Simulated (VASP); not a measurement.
# Al48H2O71 (a cell with a defect) in VASP: single point with PBEsol

Aim: the single point of Al48H2O71 (a cell with a defect) with PBEsol.

All numbers are computed with VASP 6.6.1; they aren't measurements. Logs are shortened: lines on timing, memory, paths and dates and some standing lists are left out, and cuts for length are marked.

### Step 1. The cell of the first run

The cell holds a defect, 121 atoms: a = 9.548 Å, b = 9.548 Å, c = 13.014 Å, α = 90.00°, β = 90.00°, γ = 120.00°.

### Step 2. Single point, PBEsol

The input, INCAR:

```
SYSTEM = Al48H2O71
  ALGO = Normal
  EDIFF = 1E-6
  ENCUT = 520
  GGA = PS
  GGA_COMPAT = .FALSE.
  ISIF = 2
  ISMEAR = -1
  ISYM = -1
  LASPH = .TRUE.
  LCHARG = .TRUE.
  LELF = .TRUE.
  LREAL = Auto
  LVHAR = .TRUE.
  LWAVE = .FALSE.
  NBANDS = 352
  NELM = 120
  PREC = Accurate
  SIGMA = 0.05
```

The input, KPOINTS:

```
explicit points
1
Reciprocal
  0.25000000   0.25000000   0.25000000 1
```

The input, POSCAR:

```
Al48H2O71
1.0
    9.5478620000      0.0000000000      0.0000000000
   -4.7739310000      8.2686910000      0.0000000000
    0.0000000000      0.0000000000     13.0135760000
Al O H
48 71 2
Direct
    0.3338260000      0.1659770000      0.1859690000
    0.3335690000      0.6654970000      0.1858950000
    0.8335840000      0.1662430000      0.1859080000
    0.8332870000      0.6657760000      0.1858120000
    0.1666580000      0.3324630000      0.0195700000
    0.1671090000      0.8325450000      0.0195600000
[... 113 lines left out ...]
    0.7069360000      0.5920300000      0.5786010000
    0.6198030000      0.3972350000      0.6115810000
```

Potentials or basis: VASP PAW PBE potentials, release 64 (Al, O, H).

The run is started by

```bash
$ cat potpaw_PBE.64/Al/POTCAR potpaw_PBE.64/O/POTCAR potpaw_PBE.64/H/POTCAR > POTCAR
$ mpirun -np 1 vasp_std > vasp.out
```

OUTCAR:

```text
SYSTEM = Al48H2O71
   EDIFF = 1E-6
   ENCUT = 520
   GGA = PS
   ISIF = 2
   ISMEAR = -1
   ISYM = -1
   LASPH = .TRUE.
   LREAL = Auto
   NELM = 120
   PREC = Accurate

 ion  position               nearest neighbor table
   1  0.334  0.166  0.186-  49 1.86  61 1.86  59 1.86  88 1.97  53 1.97  65 1.97  41 2.65  24 2.80
                            23 2.80  21 2.80  10 3.22  11 3.23   9 3.23
   2  0.334  0.665  0.186-  62 1.86  50 1.86  60 1.86  54 1.97  66 1.97  89 1.98  42 2.66  24 2.79
                            22 2.80  23 2.80   9 3.22  10 3.22  12 3.23
   3  0.834  0.166  0.186-  57 1.86  51 1.86  63 1.87  90 1.97  67 1.97  55 1.98  43 2.66  22 2.80
                            23 2.80  21 2.80  12 3.23   9 3.23  11 3.24
   4  0.833  0.666  0.186-  64 1.86  58 1.86  52 1.86  68 1.97  56 1.97  91 1.97  44 2.66  22 2.80
                            24 2.80  21 2.80  12 3.23  10 3.23  11 3.23
   5  0.167  0.332  0.020-  65 1.86  54 1.86  90 1.86 104 1.96  80 1.97 116 1.98  45 2.66  42 2.80
                            43 2.80  41 2.80  21 3.22  24 3.23  22 3.23
   6  0.167  0.833  0.020-  66 1.86  91 1.86  53 1.86 117 1.97 105 1.97  81 1.98  46 2.65  41 2.80
                            42 2.80  44 2.80  21 3.22  23 3.22  22 3.23
   7  0.667  0.333  0.019-  88 1.86  67 1.86  56 1.86  82 1.96 118 1.97 106 1.98  47 2.67  41 2.79
                            44 2.79  43 2.80  23 3.23  24 3.23  22 3.24
   8  0.667  0.832  0.019-  89 1.86  55 1.86  68 1.86 119 1.97 107 1.97  83 1.98  48 2.66  42 2.80
                            44 2.80  43 2.80  21 3.23  23 3.23  24 3.23
   9  0.167  0.333  0.315-  50 1.86  61 1.86  57 1.86  76 1.97 100 1.98  72 1.98  13 2.66  17 2.79
[... 23 lines left out ...]
  21  0.000  0.999  0.148-  65 1.86  55 1.86  91 1.86  49 1.97  64 1.97  57 1.98  17 2.65   4 2.80
                             1 2.80   3 2.80   5 3.22   6 3.22   8 3.23
  22  0.000  0.499  0.149-  66 1.86  90 1.86  56 1.86  50 1.97  58 1.97  63 1.98  18 2.67   3 2.80
                             4 2.80   2 2.80   6 3.23   5 3.23   7 3.24
  23  0.500  0.999  0.148-  53 1.86  89 1.86  67 1.86  51 1.97  62 1.98  59 1.98  19 2.65   3 2.80
                             1 2.80   2 2.80   6 3.22   8 3.23   7 3.23
  24  0.500  0.499  0.149-  88 1.86  54 1.86  68 1.86  60 1.97  61 1.97  52 1.98  20 2.66   2 2.79
                             1 2.80   4 2.80   5 3.23   8 3.23   7 3.23
  25  0.006  0.008  0.649-  99 1.80  94 1.84  69 1.85 112 1.93 110 1.99  85 2.01  29 2.66  36 2.76
                            33 2.76  35 2.78  13 3.18  16 3.25  14 3.27
  26  0.998  0.498  0.648-  98 1.86  95 1.87  70 1.87 111 1.96  84 1.98 113 1.98  30 2.66  35 2.80
                            34 2.81  36 2.84  14 3.23  13 3.24  15 3.27
  27  0.498  0.992  0.649-  92 1.81  97 1.86  71 1.86  87 1.94 108 1.98 114 1.99  31 2.65  34 2.78
                            33 2.80  35 2.81  15 3.14  14 3.20  16 3.20
  28  0.504  0.494  0.648- 121 1.82  96 1.86  93 1.88 120 1.90 115 1.96  86 1.99 109 2.02  32 2.67
                            33 2.79  36 2.82  34 2.85  15 3.24  13 3.24  16 3.26
  29  0.001  1.000  0.853-  80 1.86 117 1.86 107 1.86  85 1.96 110 1.97 112 1.98  25 2.66  45 2.80
                            48 2.80  46 2.81  41 3.22  43 3.23  44 3.23
  30  0.000  0.500  0.852- 106 1.86  81 1.86 116 1.86  84 1.96 113 1.96 111 2.04  26 2.66  46 2.79
                            45 2.80  47 2.80  44 3.23  43 3.23  42 3.23
  31  0.500  0.999  0.853-  82 1.86 119 1.86 105 1.86 108 1.96 114 1.97  87 2.00  27 2.65  46 2.80
                            47 2.81  48 2.81  43 3.22  41 3.23  42 3.23
  32  0.499  0.497  0.853- 104 1.86  83 1.86 118 1.86  86 1.94 109 1.96 115 2.01  28 2.67  45 2.79
                            47 2.79  48 2.81  41 3.21  42 3.22  44 3.23
  33  0.335  0.162  0.686- 108 1.86  86 1.86 112 1.88  69 1.97  96 1.98  92 1.98  37 2.65  25 2.76
                            28 2.79  27 2.80  47 3.21  46 3.22  45 3.27
  34  0.333  0.662  0.686- 109 1.84  87 1.87 113 1.87  70 1.96  97 1.96  93 1.99  38 2.65  27 2.78
                            26 2.81  28 2.85  45 3.20  48 3.24  46 3.25
  35  0.833  0.166  0.686- 114 1.86 110 1.86  84 1.86  98 1.96  71 1.97  94 1.98  39 2.66  25 2.78
                            26 2.80  27 2.81  47 3.22  48 3.23  45 3.24
  36  0.841  0.679  0.684- 120 1.77  85 1.82 115 1.86 111 1.90  95 1.95  99 2.00  40 2.66  25 2.76
                            28 2.82  26 2.84  48 3.19  46 3.20  47 3.32
  37  0.331  0.162  0.482-  72 1.86 101 1.86  78 1.87  92 1.94  69 1.96  96 1.97  33 2.65  15 2.75
[... 92 lines left out ...]
 118  0.667  0.486  0.917-  44 1.86  32 1.86   7 1.97  47 1.98
 119  0.667  0.985  0.917-  31 1.86  43 1.86   8 1.97  48 1.98
 120  0.707  0.592  0.579-  40 1.70  36 1.77  28 1.90
 121  0.620  0.397  0.612-  15 1.58  28 1.82

IMPORTANT INFORMATION: All symmetrisations will be switched off!
NOSYMM: (Re-)initialisation of all symmetry stuff for point group C_1.

----------------------------------------------------------------------------------------

                                     Primitive cell

  volume of cell :    1027.4000

  direct lattice vectors                    reciprocal lattice vectors
     9.547862000  0.000000000  0.000000000     0.104735489  0.060469063  0.000000000
    -4.773931000  8.268691000  0.000000000     0.000000000  0.120938127  0.000000000
     0.000000000  0.000000000 13.013576000     0.000000000  0.000000000  0.076842829

  length of vectors
     9.547862000  9.547861962 13.013576000     0.120938126  0.120938127  0.076842829

  position of ions in fractional coordinates (direct lattice)
     0.333826000  0.165977000  0.185969000
     0.333569000  0.665497000  0.185895000
     0.833584000  0.166243000  0.185908000
     0.833287000  0.665776000  0.185812000
     0.166658000  0.332463000  0.019570000
     0.167109000  0.832545000  0.019560000
[... 113 lines left out ...]
     0.706936000  0.592030000  0.578601000
     0.619803000  0.397235000  0.611581000

  ion indices of the primitive-cell ions
   primitive index   ion index
                 1           1
                 2           2
                 3           3
                 4           4
                 5           5
                 6           6
[... 97 lines left out ...]
               104         104
               105         105
   k-points           NKPTS =      1   k-points in BZ     NKDIM =      1   number of bands    NBANDS=    352
   number of dos      NEDOS =    301   number of ions     NIONS =    121
   total plane-waves  NPLWV = 508032
   dimension x,y,z NGX =    72 NGY =   72 NGZ =   98
   dimension x,y,z NGXF=   144 NGYF=  144 NGZF=  196
   ions per type =              48  71   2
   NGX,Y,Z   is equivalent  to a cutoff of  12.54, 12.54, 12.52 a.u.
   NGXF,Y,Z  is equivalent  to a cutoff of  25.07, 25.07, 25.04 a.u.
 SYSTEM =  Al48H2O71
   PREC   = accura    normal or accurate (medium, high low for compatibility)
   ISTART =      0    job   : 0-new  1-cont  2-samecut
   ICHARG =      2    charge: 1-file 2-atom 10-const
   ISPIN  =      1    spin polarized calculation?
   LNONCOLLINEAR =      F non collinear calculations
   LSORBIT =      F    spin-orbit coupling
   LASPH  =      T    aspherical Exc in radial PAW
   ENCUT  =  520.0 eV  38.22 Ry    6.18 a.u.  17.75 17.75 24.20*2*pi/ulx,y,z
   NELM   =    120;   NELMIN=  2; NELMDL= -5     # of ELM steps
   EDIFF  = 0.1E-05   stopping-criterion for ELM
   LREAL  =      T    real-space projection
   EDIFFG = 0.1E-04   stopping-criterion for IOM
   NSW    =      0    number of steps for IOM
   IBRION =     -1    ionic relax: 0-MD 1-quasi-New 2-CG
   NFREE  =      0    steps in history (QN), initial steepest desc. (CG)
   ISIF   =      2    stress and relaxation
   ISYM   =     -1    0-nonsym 1-usesym 2-fastsym
   POTIM  = 0.5000    time-step for ionic-motion
   TEBEG  =    0.0;   TEEND  =   0.0 temperature during run
   PSTRESS=    0.0 pullay stress
   NELECT =     572.0000    total number of electrons
   NUPDOWN=      -1.0000    fix difference up-down
   EMIN   =  10.00;   EMAX   =-10.00  energy-range for DOS
   EFERMI =   0.00;   METHOD = LEGACY
   ISMEAR =    -1;   SIGMA  =   0.05  broadening in eV -4-tet -1-fermi 0-gaus
   EFERMI_NEDOS =   21; number of points for ismear=-14 and -15
   IALGO  =     38    algorithm
   IMIX   =      4    mixing-type and parameters
     AMIX     =   0.40;   BMIX     =  1.00
     AMIX_MAG =   1.60;   BMIX_MAG =  1.00
  volume/ion in A,a.u.               =       8.49        57.30
  Fermi-wavevector in a.u.,A,eV,Ry     =   1.346771  2.545028 24.678129  1.813791
  Thomas-Fermi vector in A             =   2.474576
   LORBIT       =      0    0 simple, 1 ext, 2 COOP (PROOUT), +10 PAW based schemes
   GGA     = PS    functional components
   LHFCALC =     F    Hartree Fock is set to
   AEXX    =    0.0000 exact exchange contribution
   IVDW    =     0    specifies the selected vdW correction
   LEPSILON=     F    determine dielectric tensor
   LRPA    =     F    only Hartree local field effects (RPA)
 non-spin polarized calculation
  energy-cutoff  :      520.00
  volume of cell :     1027.40
 maximum number of plane-waves:     27659
 NGX is ok and might be reduce to    70
   NGX = 35   NGY = 35   NGZ = 49

 number of electron     571.9999957 magnetization

 Free energy of the ion-electron system (eV)
  ---------------------------------------------------
  ext. energy  EPLUGINS =         0.00000000
  ---------------------------------------------------
  free energy    TOTEN  =      -937.52305995 eV

  energy without entropy =     -937.52305995  energy(sigma->0) =     -937.52305995

 E-fermi :   9.4176     XC(G=0): -11.8927

 val. band max:        8.1347655330   @ k =   0.2500   0.2500   0.2500
 cond. band min:      12.5464492117   @ k =   0.2500   0.2500   0.2500
 fundamental gap:      4.4116836786
 Fermi energy:         9.4176186469

 k-point     1 :       0.2500    0.2500    0.2500
  band No.  band energies     occupation
      1     -12.9847      2.00000
      2     -12.7641      2.00000
      3     -12.7213      2.00000
      4     -12.6839      2.00000
      5     -12.5077      2.00000
      6     -12.4704      2.00000
[... 290 lines left out ...]
    297      15.0891      0.00000
    298      15.1242      0.00000
 [bands above 298 left out]

------------------------ aborting loop because EDIFF is reached ----------------------------------------

  FORCE on cell =-STRESS in cart. coord.  units (eV):
  Direction    XX          YY          ZZ          XY          YZ          ZX
  --------------------------------------------------------------------------------------
  -------------------------------------------------------------------------------------
  Total        2.3389885     16.3954792      0.8110112      2.2874121     -0.3081777     -0.0527986
  in kB        3.6475320     25.5679052      1.2647302      3.5671014     -0.4805872     -0.0823367
  external PRESSURE =      10.1600558 kB  Pullay stress =       0.0000000 kB

 VOLUME and BASIS-vectors are now :
 -----------------------------------------------------------------------------
  energy-cutoff  :      520.00
  volume of cell :     1027.40
      direct lattice vectors                 reciprocal lattice vectors
     9.547862000  0.000000000  0.000000000     0.104735489  0.060469063  0.000000000
    -4.773931000  8.268691000  0.000000000     0.000000000  0.120938127  0.000000000
     0.000000000  0.000000000 13.013576000     0.000000000  0.000000000  0.076842829

 POSITION                                       TOTAL-FORCE (eV/Angst)
 -----------------------------------------------------------------------------------
      2.39496      1.37241      2.42012         0.003176     -0.001694     -0.000749
      0.00783      5.50279      2.41916         0.002882     -0.001107      0.000580
      7.16531      1.37461      2.41933        -0.000636      0.001189      0.002197
      4.77774      5.50510      2.41808         0.001205     -0.003996     -0.000866
      0.00407      2.74903      0.25468         0.000221     -0.001554     -0.006084
     -2.37898      6.88406      0.25455         0.000849     -0.001870     -0.006799
[... 113 lines left out ...]
      3.92342      4.89531      7.52967        -0.001744     -0.002699      0.004100
      4.02142      3.28461      7.95886        -0.011178      0.011855      0.011790
 -----------------------------------------------------------------------------------
    total drift:                               -0.033805      0.011451     -0.063199

  FREE ENERGIE OF THE ION-ELECTRON SYSTEM (eV)
  ---------------------------------------------------
  free  energy   TOTEN  =      -937.5230599547 eV

  energy  without entropy=     -937.5230599547  energy(sigma->0) =     -937.52305995
```

Run time: 23 min. Hardware: 1 thread of Intel Xeon Platinum 8259CL at 2.50GHz (Skylake/Cascade Lake), shared host; peak memory 1.1 GiB.

Results:

| Quantity | Value |
| --- | --- |
| Free energy | -937.5231 eV |
| Pressure | 1.0 GPa |
| Largest force | 0.022 eV/Å |
| Band gap on the k mesh | 4.41 eV |

Forces in eV/Å, atoms in the order of the input:
```
Al   0.003 -0.002 -0.001
Al   0.003 -0.001  0.001
Al  -0.001  0.001  0.002
Al   0.001 -0.004 -0.001
Al   0.000 -0.002 -0.006
Al   0.001 -0.002 -0.007
Al   0.002 -0.001 -0.002
Al   0.002 -0.001 -0.006
Al   0.002  0.000  0.007
Al   0.001 -0.001  0.007
Al   0.000 -0.005  0.003
Al   0.002  0.000  0.006
Al   0.006  0.002 -0.001
Al  -0.001  0.001  0.001
Al  -0.006  0.014  0.001
Al   0.006 -0.006 -0.001
Al   0.000 -0.004  0.005
Al  -0.002  0.001  0.002
Al   0.002  0.002  0.003
Al   0.003 -0.002  0.006
Al   0.000  0.001  0.005
Al  -0.002  0.000  0.003
Al  -0.001  0.001  0.004
Al   0.000  0.002  0.004
Al   0.009  0.006  0.013
Al   0.005  0.001 -0.004
Al   0.004 -0.004  0.005
Al   0.020 -0.008 -0.006
Al   0.001  0.000 -0.006
Al  -0.002  0.001 -0.004
Al  -0.002  0.000 -0.008
Al   0.003 -0.001 -0.010
Al   0.001  0.006 -0.004
Al  -0.003  0.003 -0.006
Al   0.001 -0.002 -0.004
Al  -0.005 -0.014 -0.010
Al   0.001 -0.004  0.006
Al   0.000 -0.002  0.004
Al  -0.002 -0.002  0.003
Al  -0.009 -0.001  0.013
Al   0.001 -0.002  0.001
Al   0.004 -0.002  0.000
Al   0.000  0.000 -0.002
Al   0.002 -0.001  0.000
Al   0.000  0.000 -0.007
Al   0.003 -0.002 -0.004
Al  -0.001  0.000  0.000
Al   0.004 -0.008 -0.004
O   -0.004 -0.001 -0.004
O   -0.005  0.000 -0.001
O   -0.003 -0.002 -0.003
O   -0.007  0.006 -0.007
O   -0.005  0.007 -0.002
O   -0.005  0.008 -0.002
O   -0.003  0.006  0.000
O   -0.004  0.007 -0.002
O    0.002 -0.005 -0.003
O    0.004 -0.001 -0.006
O    0.002 -0.005 -0.002
O    0.002 -0.005 -0.002
O    0.004  0.004 -0.003
O    0.003  0.005 -0.004
O    0.005  0.005 -0.007
O    0.005  0.002 -0.003
O    0.004  0.003  0.000
O    0.005  0.003  0.000
O    0.003  0.000  0.001
O    0.004  0.002 -0.001
O    0.002  0.005 -0.004
O   -0.003  0.008  0.001
O   -0.001  0.009  0.002
O   -0.003  0.004 -0.004
O   -0.003  0.005 -0.002
O   -0.003  0.003 -0.003
O   -0.004  0.000 -0.004
O    0.004  0.000 -0.003
O    0.005  0.002 -0.009
O    0.006  0.006 -0.002
O    0.005  0.000 -0.003
O    0.003  0.004  0.002
O    0.000  0.006  0.005
O    0.003  0.004  0.003
O    0.002  0.005  0.005
O   -0.002  0.003  0.004
O   -0.003  0.007  0.004
O    0.003  0.006  0.000
O   -0.002  0.008  0.004
O   -0.006 -0.004 -0.001
O   -0.004 -0.003  0.001
O   -0.002 -0.003  0.000
O   -0.004 -0.004  0.001
O   -0.008  0.003 -0.001
O   -0.004 -0.002  0.001
O   -0.009 -0.003  0.001
O   -0.004 -0.003  0.001
O    0.000 -0.004 -0.005
O    0.000 -0.003  0.001
O   -0.006  0.000  0.000
O   -0.001 -0.021 -0.007
O    0.000 -0.006 -0.004
O   -0.002  0.001 -0.003
O    0.000 -0.005  0.001
O   -0.005 -0.007 -0.003
O   -0.005 -0.001  0.005
O   -0.005 -0.001  0.004
O   -0.007 -0.001  0.004
O   -0.005  0.000  0.003
O    0.006  0.002  0.001
O    0.003  0.004  0.003
O    0.005 -0.003 -0.001
O    0.003 -0.001  0.004
O   -0.004 -0.005  0.003
O   -0.003 -0.003  0.003
O   -0.003 -0.004  0.002
O   -0.005 -0.004  0.008
O    0.004 -0.005  0.002
O    0.003 -0.004  0.005
O    0.004 -0.003  0.001
O    0.003 -0.003  0.003
H   -0.002 -0.003  0.004
H   -0.011  0.012  0.012
```

Levels at points of the mesh, in eV from the valence-band top:
| k point | band 284 | band 285 | band 286 | band 287 | band 288 | band 289 |
| --- | --- | --- | --- | --- | --- | --- |
| (0.25, 0.25, 0.25) | -2.30 | -2.27 | 0.00 | 4.41 | 4.75 | 5.20 |

Caveat: the PAW data sets were made with another functional, which shifts forces and pressure a little.
